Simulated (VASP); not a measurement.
# TaVN2 (P4/mmm) in VASP: a series of runs, part 2 of 2

VASP 6.6.1.

**3. Single point, PBEsol, collinear spin, ferromagnetic start**

INCAR reads:

```
SYSTEM = TaVN2
PREC = Accurate
ENCUT = 520
EDIFF = 1E-6
ISMEAR = -1
SIGMA = 0.05
LREAL = .False.
LASPH = .True.
NELM = 150
ALGO = Normal
ISIF = 2
LWAVE = .False.
LCHARG = .False.
ISPIN = 2
MAGMOM = 0 2.5 0 0
LORBIT = 11
NUPDOWN = 2.5
LMAXMIX = 4
GGA = PS
NBANDS = 29
```

KPOINTS reads:

```
Automatic mesh
0
Gamma
  7 7 5
  0 0 0
```

POSCAR reads:

```
TaVN2
1.0
    3.0498670000      0.0000000000      0.0000000000
    0.0000000000      3.0498670000      0.0000000000
    0.0000000000      0.0000000000      4.2960620000
Ta V N
1 1 2
Direct
    0.0000000000      0.0000000000      0.0000000000
    0.5000000000      0.5000000000      0.5000000000
    0.5000000000      0.5000000000      0.0000000000
    0.0000000000      0.0000000000      0.5000000000
```

Potentials or basis: VASP PAW PBE potentials, release 64 (Ta_pv, V_sv, N).

Run with:

```
cat potpaw_PBE.64/Ta_pv/POTCAR potpaw_PBE.64/V_sv/POTCAR potpaw_PBE.64/N/POTCAR > POTCAR
mpirun -np 1 vasp_std > vasp.out
```

OUTCAR:

```text
SYSTEM = TaVN2
   PREC = Accurate
   ENCUT = 520
   EDIFF = 1E-6
   ISMEAR = -1
   LREAL = .False.
   LASPH = .True.
   NELM = 150
   ISIF = 2
   ISPIN = 2
   LORBIT = 11
   NUPDOWN = 2.5
   GGA = PS

 ion  position               nearest neighbor table
   1  0.000  0.000  0.000-   4 2.15   4 2.15   3 2.16   3 2.16   3 2.16   3 2.16   2 3.04   2 3.04
                             2 3.04   2 3.04   2 3.04   2 3.04   2 3.04   2 3.04
   2  0.500  0.500  0.500-   3 2.15   3 2.15   4 2.16   4 2.16   4 2.16   4 2.16   1 3.04   1 3.04
                             1 3.04   1 3.04   1 3.04   1 3.04   1 3.04   1 3.04
   3  0.500  0.500  0.000-   2 2.15   2 2.15   1 2.16   1 2.16   1 2.16   1 2.16
   4  0.000  0.000  0.500-   1 2.15   1 2.15   2 2.16   2 2.16   2 2.16   2 2.16

  LATTYP: Found a simple tetragonal cell.
[... 1770 lines left out ...]

 POSITION                                       TOTAL-FORCE (eV/Angst)
 -----------------------------------------------------------------------------------
      0.00000      0.00000      0.00000         0.000000      0.000000      0.000000
      1.52493      1.52493      2.14803         0.000000      0.000000      0.000000
      1.52493      1.52493      0.00000         0.000000      0.000000      0.000000
      0.00000      0.00000      2.14803         0.000000      0.000000      0.000000
 -----------------------------------------------------------------------------------
    total drift:                                0.000000     -0.000000     -0.000000

  FREE ENERGIE OF THE ION-ELECTRON SYSTEM (eV)
  ---------------------------------------------------
  free  energy   TOTEN  =       -43.4594217260 eV

  energy  without entropy=      -43.4417901764  energy(sigma->0) =      -43.45060595

 total charge

# of ion       s       p       d       tot
------------------------------------------
    1        0.303   6.268   2.383   8.954
    2        2.200   6.211   3.191  11.601
    3        1.227   2.535   0.000   3.762
    4        1.227   2.496   0.000   3.722
--------------------------------------------------
tot          4.956  17.509   5.574  28.040

 magnetization (x)

# of ion       s       p       d       tot
------------------------------------------
    1        0.008  -0.000   0.211   0.219
    2        0.013   0.012   1.859   1.884
    3        0.002   0.049   0.000   0.051
    4        0.000   0.049   0.000   0.049
--------------------------------------------------
tot          0.023   0.109   2.070   2.203
```

OSZICAR:

```text
N       E                     dE             d eps       ncg     rms          rms(c)
DAV:   1     0.357559022477E+03    0.35756E+03   -0.18152E+04  3488   0.126E+03
DAV:   2    -0.299419553176E+02   -0.38750E+03   -0.36990E+03  3717   0.415E+02
DAV:   3    -0.498193010781E+02   -0.19877E+02   -0.19427E+02  4107   0.978E+01
DAV:   4    -0.500670548420E+02   -0.24775E+00   -0.24712E+00  3705   0.113E+01
DAV:   5    -0.500690208516E+02   -0.19660E-02   -0.19657E-02  3958   0.101E+00    0.364E+01
DAV:   6    -0.454244618675E+02    0.46446E+01   -0.30167E+01  3969   0.458E+01    0.187E+01
DAV:   7    -0.443813943447E+02    0.10431E+01   -0.21203E+01  3941   0.361E+01    0.161E+01
DAV:   8    -0.434926869134E+02    0.88871E+00   -0.49940E+00  3826   0.133E+01    0.800E+00
DAV:   9    -0.434552122363E+02    0.37475E-01   -0.37954E-01  3920   0.459E+00    0.210E+00
DAV:  10    -0.434593583670E+02   -0.41461E-02   -0.95277E-02  3779   0.216E+00    0.660E-01
DAV:  11    -0.434594781375E+02   -0.11977E-03   -0.40327E-03  3955   0.474E-01    0.411E-01
DAV:  12    -0.434594159387E+02    0.62199E-04   -0.64023E-04  4074   0.185E-01    0.170E-01
DAV:  13    -0.434594146183E+02    0.13204E-05   -0.84064E-05  3964   0.710E-02    0.390E-02
DAV:  14    -0.434594225002E+02   -0.78819E-05   -0.18744E-05  3836   0.288E-02    0.157E-02
DAV:  15    -0.434594217260E+02    0.77419E-06   -0.50991E-06  3873   0.152E-02
   1 F= -.43459422E+02 E0= -.43450606E+02  d E =-.176315E-01  mag=     2.5000
```

stdout:

```text
POSCAR found type information on POSCAR TaV N
 POSCAR found :  3 types and       4 ions
 scaLAPACK will be used
 -----------------------------------------------------------------------------
|                                                                             |
|                                                                             |
|     You enforced a specific xc type in the INCAR file but a different       |
|     I HOPE YOU KNOW WHAT YOU ARE DOING!                                     |
|                                                                             |
 -----------------------------------------------------------------------------

 LDA part: xc-table for (Slater+PW92), standard interpolation
 POSCAR, INCAR and KPOINTS ok, starting setup
 FFT: planning ... GRIDC
 FFT: planning ... GRID_SOFT
 FFT: planning ... GRID
 WAVECAR not read
 entering main loop
```

It took 61 s on 1 thread of Intel Xeon Platinum 8488C (Sapphire Rapids), shared host; peak memory 0.2 GiB.

Results:

- Free energy: -43.4594 eV
- Pressure: -3.1 GPa
- Net moment: 2.50 μB per cell
- Site moments: Ta +0.22; V +1.88; N +0.05 μB
- Valence electrons inside the program's atomic spheres: Ta 8.95; V 11.60; N 3.76, 3.72

Caveat: the PAW data sets were made with another functional, which shifts forces and pressure a little; spin-orbit coupling is left out, which moves the levels of the heavy elements; the total moment is fixed, so each spin has its own Fermi level.

**4. Single point, PBEsol, collinear spin, ferromagnetic start**

INCAR reads:

```
SYSTEM = TaVN2
PREC = Accurate ; ENCUT = 520
EDIFF = 1E-6 ; ISMEAR = -1
SIGMA = 0.05 ; LREAL = .False.
LASPH = .True. ; NELM = 150
ALGO = Normal ; ISIF = 2
LWAVE = .False. ; LCHARG = .False.
ISPIN = 2 ; MAGMOM = 0 3 0 0
LORBIT = 11 ; NUPDOWN = 3.0
LMAXMIX = 4 ; GGA = PS
NBANDS = 29
```

KPOINTS is that of step 3.

POSCAR is that of step 3.

Run with:

```
cat potpaw_PBE.64/Ta_pv/POTCAR potpaw_PBE.64/V_sv/POTCAR potpaw_PBE.64/N/POTCAR > POTCAR
mpirun -np 1 vasp_std > vasp.out
```

It took 48 s on 1 thread of Intel Xeon Platinum 8488C (Sapphire Rapids), shared host; peak memory 0.2 GiB.

It converged, with:

```
Free energy                                           : -43.1353 eV
Pressure                                              : 0.4 GPa
Net moment                                            : 3.00 μB per cell
Site moments                                          : Ta +0.37; V +2.11; N +0.06 μB
Valence electrons inside the program's atomic spheres : Ta 8.95; V 11.63; N 3.76, 3.72
```

Stress tensor (GPa, compression positive):
```
 2.81  0.00  0.00
 0.00  2.81  0.00
 0.00  0.00 -4.44
```

Caveat: the PAW data sets were made with another functional, which shifts forces and pressure a little; spin-orbit coupling is left out, which moves the levels of the heavy elements; the total moment is fixed, so each spin has its own Fermi level.

**5. Single point, PBEsol, collinear spin, ferromagnetic start**

INCAR reads:

```
PREC = Accurate ; ENCUT = 520
EDIFF = 1E-6 ; ISMEAR = -1
SIGMA = 0.05 ; LREAL = False
LASPH = True ; NELM = 150
ALGO = Normal ; ISIF = 2
LWAVE = False ; LCHARG = False
ISPIN = 2 ; MAGMOM = 0 4 0 0
LORBIT = 11 ; NUPDOWN = 4.0
LMAXMIX = 4 ; GGA = PS
NBANDS = 29
```

KPOINTS reads:

```
Automatic mesh
0
Gamma
  7 7 5
```

POSCAR is that of step 4.

Potentials or basis: VASP PAW PBE potentials, release 64 (Ta_pv, V_sv, N).

Run with:

```
cat potpaw_PBE.64/Ta_pv/POTCAR potpaw_PBE.64/V_sv/POTCAR potpaw_PBE.64/N/POTCAR > POTCAR
mpirun -np 1 vasp_std > vasp.out
```

OUTCAR:

```text
PREC = Accurate
   ENCUT = 520
   EDIFF = 1E-6
   ISMEAR = -1
   LREAL = False
   LASPH = True
   NELM = 150
   ISIF = 2
   ISPIN = 2
   LORBIT = 11
   NUPDOWN = 4.0
   GGA = PS

 ion  position               nearest neighbor table
   1  0.000  0.000  0.000-   4 2.15   4 2.15   3 2.16   3 2.16   3 2.16   3 2.16   2 3.04   2 3.04
                             2 3.04   2 3.04   2 3.04   2 3.04   2 3.04   2 3.04
   2  0.500  0.500  0.500-   3 2.15   3 2.15   4 2.16   4 2.16   4 2.16   4 2.16   1 3.04   1 3.04
                             1 3.04   1 3.04   1 3.04   1 3.04   1 3.04   1 3.04
   3  0.500  0.500  0.000-   2 2.15   2 2.15   1 2.16   1 2.16   1 2.16   1 2.16
   4  0.000  0.000  0.500-   1 2.15   1 2.15   2 2.16   2 2.16   2 2.16   2 2.16

  LATTYP: Found a simple tetragonal cell.
 ALAT       =     3.0498670000
 C/A-ratio  =     1.4086063425

  Lattice vectors:

 A1 = (   3.0498670000,   0.0000000000,   0.0000000000)
 A2 = (   0.0000000000,   3.0498670000,   0.0000000000)
 A3 = (   0.0000000000,   0.0000000000,   4.2960620000)

Analysis of symmetry for initial positions (statically):
=====================================================================
 Subroutine PRICEL returns:
 Original cell was already a primitive cell.

 Routine SETGRP: Setting up the symmetry group for a
 simple tetragonal supercell.

 Subroutine GETGRP returns: Found 16 space group operations
 (whereof 16 operations were pure point group operations)
 out of a pool of 16 trial point group operations.

The static configuration has the point symmetry D_4h.

Analysis of symmetry for dynamics (positions and initial velocities):
=====================================================================
 Subroutine PRICEL returns:
 Original cell was already a primitive cell.

 Routine SETGRP: Setting up the symmetry group for a
 simple tetragonal supercell.

 Subroutine GETGRP returns: Found 16 space group operations
 (whereof 16 operations were pure point group operations)
 out of a pool of 16 trial point group operations.

The dynamic configuration has the point symmetry D_4h.

Analysis of structural, dynamic, and magnetic symmetry:
=====================================================================
 Subroutine PRICEL returns:
 Original cell was already a primitive cell.

 Routine SETGRP: Setting up the symmetry group for a
 simple tetragonal supercell.

 Subroutine GETGRP returns: Found 16 space group operations
 (whereof 16 operations were pure point group operations)
 out of a pool of 16 trial point group operations.

The overall configuration has the point symmetry D_4h.

 Subroutine INISYM returns: Found 16 space group operations
 (whereof 16 operations are pure point group operations),
 and found     1 'primitive' translations

----------------------------------------------------------------------------------------

                                     Primitive cell

  volume of cell :      39.9606

  direct lattice vectors                    reciprocal lattice vectors
     3.049867000  0.000000000  0.000000000     0.327883150  0.000000000  0.000000000
     0.000000000  3.049867000  0.000000000     0.000000000  0.327883150  0.000000000
     0.000000000  0.000000000  4.296062000     0.000000000  0.000000000  0.232771315

  length of vectors
     3.049867000  3.049867000  4.296062000     0.327883150  0.327883150  0.232771315

[... 79 lines left out ...]
   LNONCOLLINEAR =      F non collinear calculations
   LSORBIT =      F    spin-orbit coupling
   LASPH  =      T    aspherical Exc in radial PAW
   ENCUT  =  520.0 eV  38.22 Ry    6.18 a.u.   5.67  5.67  7.99*2*pi/ulx,y,z
   NELM   =    150;   NELMIN=  2; NELMDL= -5     # of ELM steps
   EDIFF  = 0.1E-05   stopping-criterion for ELM
   LREAL  =      F    real-space projection
   EDIFFG = 0.1E-04   stopping-criterion for IOM
   NSW    =      0    number of steps for IOM
   IBRION =     -1    ionic relax: 0-MD 1-quasi-New 2-CG
   NFREE  =      0    steps in history (QN), initial steepest desc. (CG)
   ISIF   =      2    stress and relaxation
   ISYM   =      2    0-nonsym 1-usesym 2-fastsym
   POTIM  = 0.5000    time-step for ionic-motion
   TEBEG  =    0.0;   TEEND  =   0.0 temperature during run
   PSTRESS=    0.0 pullay stress
   NELECT =      34.0000    total number of electrons
   NUPDOWN=       4.0000    fix difference up-down
   EMIN   =  10.00;   EMAX   =-10.00  energy-range for DOS
   EFERMI =   0.00;   METHOD = LEGACY
   ISMEAR =    -1;   SIGMA  =   0.05  broadening in eV -4-tet -1-fermi 0-gaus
   EFERMI_NEDOS =   21; number of points for ismear=-14 and -15
   IALGO  =     38    algorithm
   IMIX   =      4    mixing-type and parameters
     AMIX     =   0.40;   BMIX     =  1.00
     AMIX_MAG =   1.60;   BMIX_MAG =  1.00
  volume/ion in A,a.u.               =       9.99        67.42
  Fermi-wavevector in a.u.,A,eV,Ry     =   1.551281  2.931495 32.742032  2.406471
  Thomas-Fermi vector in A             =   2.655823
   LORBIT       =     11    0 simple, 1 ext, 2 COOP (PROOUT), +10 PAW based schemes
   GGA     = PS    functional components
   LHFCALC =     F    Hartree Fock is set to
   AEXX    =    0.0000 exact exchange contribution
   IVDW    =     0    specifies the selected vdW correction
   LEPSILON=     F    determine dielectric tensor
   LRPA    =     F    only Hartree local field effects (RPA)
 spin polarized calculation
  energy-cutoff  :      520.00
  volume of cell :       39.96
 maximum number of plane-waves:      1093
 NGX is ok and might be reduce to    24
   NGX = 11   NGY = 11   NGZ = 15

 number of electron      33.9999989 magnetization       3.9999996

 Free energy of the ion-electron system (eV)
  ---------------------------------------------------
  ext. energy  EPLUGINS =         0.00000000
  ---------------------------------------------------
  free energy    TOTEN  =       -41.72146691 eV

  energy without entropy =      -41.70332884  energy(sigma->0) =      -41.71239788

 E-fermi :   6.8697     XC(G=0): -13.4118

 val. band max:       11.1047275398   @ k =   0.4286   0.0000   0.2000
 cond. band min:       6.9174301312   @ k =   0.0000   0.0000   0.2000
 fundamental gap:     -4.1872974086
 Fermi energy:        11.1377875053

 spin component 1

 k-point     1 :       0.0000    0.0000    0.0000
  band No.  band energies     occupation
      1     -54.5888      1.00000
      2     -28.7874      1.00000
      3     -28.5171      1.00000
      4     -28.5171      1.00000
      5     -26.1841      1.00000
      6     -26.0622      1.00000
[... 757 lines left out ...]
     28      21.3719      0.00000
     29      22.1287      0.00000

 [... further k-points ...]

 spin component 2

 k-point     1 :       0.0000    0.0000    0.0000
  band No.  band energies     occupation
      1     -52.3099      1.00000
      2     -26.6557      1.00000
      3     -26.2347      1.00000
      4     -26.2347      1.00000
      5     -25.6425      1.00000
      6     -25.5519      1.00000
[... 757 lines left out ...]
     28      22.2232      0.00000
     29      22.6789      0.00000

 [... further k-points ...]
[... 5 lines left out ...]
  --------------------------------------------------------------------------------------
  -------------------------------------------------------------------------------------
  Total        2.9151755      2.9151755      1.6283028      0.0000000      0.0000000      0.0000000
  in kB      116.8807383    116.8807383     65.2849991      0.0000000      0.0000000      0.0000000
  external PRESSURE =      99.6821586 kB  Pullay stress =       0.0000000 kB

 VOLUME and BASIS-vectors are now :
 -----------------------------------------------------------------------------
  energy-cutoff  :      520.00
  volume of cell :       39.96
      direct lattice vectors                 reciprocal lattice vectors
     3.049867000  0.000000000  0.000000000     0.327883150  0.000000000  0.000000000
     0.000000000  3.049867000  0.000000000     0.000000000  0.327883150  0.000000000
     0.000000000  0.000000000  4.296062000     0.000000000  0.000000000  0.232771315

 POSITION                                       TOTAL-FORCE (eV/Angst)
 -----------------------------------------------------------------------------------
      0.00000      0.00000      0.00000         0.000000      0.000000      0.000000
      1.52493      1.52493      2.14803         0.000000      0.000000      0.000000
      1.52493      1.52493      0.00000         0.000000      0.000000      0.000000
      0.00000      0.00000      2.14803         0.000000      0.000000      0.000000
 -----------------------------------------------------------------------------------
    total drift:                                0.000000     -0.000000     -0.000000

  FREE ENERGIE OF THE ION-ELECTRON SYSTEM (eV)
  ---------------------------------------------------
  free  energy   TOTEN  =       -41.7214669109 eV

  energy  without entropy=      -41.7033288443  energy(sigma->0) =      -41.71239788

 total charge

# of ion       s       p       d       tot
------------------------------------------
    1        0.303   6.267   2.409   8.979
    2        2.198   6.207   3.255  11.661
    3        1.233   2.531   0.000   3.764
    4        1.233   2.487   0.000   3.721
--------------------------------------------------
tot          4.967  17.493   5.664  28.124

 magnetization (x)

# of ion       s       p       d       tot
------------------------------------------
    1        0.014   0.006   0.761   0.781
    2        0.019   0.017   2.304   2.341
    3        0.005   0.117   0.000   0.122
    4        0.004   0.114   0.000   0.117
--------------------------------------------------
tot          0.042   0.253   3.065   3.360
```

OSZICAR:

```text
N       E                     dE             d eps       ncg     rms          rms(c)
DAV:   1     0.360807636398E+03    0.36081E+03   -0.18579E+04  3488   0.128E+03
DAV:   2    -0.268675475037E+02   -0.38768E+03   -0.37150E+03  3727   0.415E+02
DAV:   3    -0.466606182904E+02   -0.19793E+02   -0.19421E+02  4147   0.975E+01
DAV:   4    -0.468996014977E+02   -0.23898E+00   -0.23857E+00  3711   0.112E+01
DAV:   5    -0.469014773127E+02   -0.18758E-02   -0.18756E-02  4037   0.997E-01    0.355E+01
DAV:   6    -0.417969591597E+02    0.51045E+01   -0.18178E+01  4014   0.368E+01    0.147E+01
DAV:   7    -0.418782269594E+02   -0.81268E-01   -0.37464E+00  3888   0.158E+01    0.130E+01
DAV:   8    -0.418076527213E+02    0.70574E-01   -0.18907E+00  3880   0.951E+00    0.753E+00
DAV:   9    -0.417161200552E+02    0.91533E-01   -0.36107E-01  4105   0.403E+00    0.191E+00
DAV:  10    -0.417220770410E+02   -0.59570E-02   -0.18431E-02  3774   0.108E+00    0.585E-01
DAV:  11    -0.417215371276E+02    0.53991E-03   -0.28182E-03  3916   0.344E-01    0.257E-01
DAV:  12    -0.417214700098E+02    0.67118E-04   -0.69329E-04  3974   0.209E-01    0.134E-01
DAV:  13    -0.417214721040E+02   -0.20942E-05   -0.67350E-05  4014   0.626E-02    0.253E-02
DAV:  14    -0.417214677006E+02    0.44034E-05   -0.10821E-05  3866   0.243E-02    0.159E-02
DAV:  15    -0.417214669109E+02    0.78978E-06   -0.13115E-06  2613   0.105E-02
   1 F= -.41721467E+02 E0= -.41712398E+02  d E =-.181381E-01  mag=     4.0000
```

It took 58 s on 1 thread of Intel Xeon Platinum 8488C (Sapphire Rapids), shared host; peak memory 0.2 GiB.

Results:

| Item | Value |
| --- | --- |
| Free energy | -41.7215 eV |
| Pressure | 10.0 GPa |
| Net moment | 4.00 μB per cell |
| Site moments | Ta +0.78; V +2.34; N +0.12 μB |
| Valence electrons inside the program's atomic spheres | Ta 8.98; V 11.66; N 3.76, 3.72 |

Caveat: the PAW data sets were made with another functional, which shifts forces and pressure a little; spin-orbit coupling is left out, which moves the levels of the heavy elements; the total moment is fixed, so each spin has its own Fermi level.

**6. Overview**

```csv
fixed moment (μB),pressure (GPa),moment (μB)
2.0,-5.9,2.00
2.5,-3.1,2.50
3.0,0.4,3.00
4.0,10.0,4.00
```

Alike in all rows: task single point; level PBEsol; potentials or basis VASP PAW PBE potentials, release 64 (Ta_pv, V_sv, N); spin collinear, ferromagnetic start; cell as given; k mesh 7 × 7 × 5; cutoff (eV) 520; smearing fermi-dirac 0.05 eV.

Caveats: the PAW data sets were made with another functional, which shifts forces and pressure a little; spin-orbit coupling is left out, which moves the levels of the heavy elements; the total moment is fixed, so each spin has its own Fermi level.

Total energies depend on the potentials used, so only differences within one code and one set of settings carry meaning.
